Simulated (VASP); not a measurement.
Wanted: the native input for a VASP 6.6.1 run.

| Item | Value |
| --- | --- |
| Task | single point |
| Functional | PBE |
| Potentials or basis | VASP PAW PBE potentials, release 64 (B, C, Br) |
| Cutoff | 520 eV |
| k mesh | 6 × 6 × 4 |
| Occupations | gaussian, width 0.1 eV |
| Spin | no spin polarisation |
| Dipole correction | no |
| Further INCAR settings | ALGO = Normal; EDIFF = 1e-07; NBANDS = 21 |

The structure of B3C2Br lies in POSCAR:

```
B3C2Br
1.0
    4.8287833900      0.0000000000      0.0000000000
   -2.4143916900      4.1818490800      0.0000000000
    0.0000000000      0.0000000000      3.8062962700
B C Br
3 2 1
Direct
    0.5000000000      0.0000000000      0.5000000000
    0.5000000000      0.5000000000      0.5000000000
    0.0000000000      0.5000000000      0.5000000000
    0.3333333300      0.6666666700      0.0000000000
    0.6666666700      0.3333333300      0.0000000000
    0.0000000000      0.0000000000      0.0000000000
```

The input as run:

INCAR

```
SYSTEM = B3C2Br
PREC     = Accurate       ! precision mode
ENCUT    = 520            ! plane-wave cutoff, eV
EDIFF    = 1E-7           ! SCF threshold, eV
ISMEAR   = 0              ! smearing method
SIGMA    = 0.1            ! smearing width, eV
LREAL    = .FALSE.        ! projectors in reciprocal space
LASPH    = .TRUE.         ! aspherical terms in the spheres
NELM     = 80             ! most SCF steps
ALGO     = Normal         ! electronic algorithm
ISIF     = 2              ! what is computed and relaxed
LWAVE    = .FALSE.        ! write WAVECAR
LCHARG   = .TRUE.         ! write CHGCAR
GGA      = PE             ! functional
LELF     = .TRUE.         ! ELF
LVHAR    = .TRUE.       
NBANDS   = 21             ! bands
```

KPOINTS

```
regular mesh
0
G
  6 6 4
  0 0 0
```

Potentials or basis: VASP PAW PBE potentials, release 64 (B, C, Br).

Launch:

```sh
$ cat potpaw_PBE.64/B/POTCAR potpaw_PBE.64/C/POTCAR potpaw_PBE.64/Br/POTCAR > POTCAR
$ mpirun -np 1 vasp_std > vasp.out
```

It gave:

* Pressure: -18.9 GPa
* Band gap on the k mesh: zero (band 12 reaches 3.99 eV, above the bottom of band 13 at 2.45 eV)

Caveat: the k points lie up to 0.41 Å⁻¹ apart.

Run time: 23 s on 1 thread of AMD EPYC 7R13 Processor (Zen 3), with other jobs on the host, peak memory 0.16 GiB.
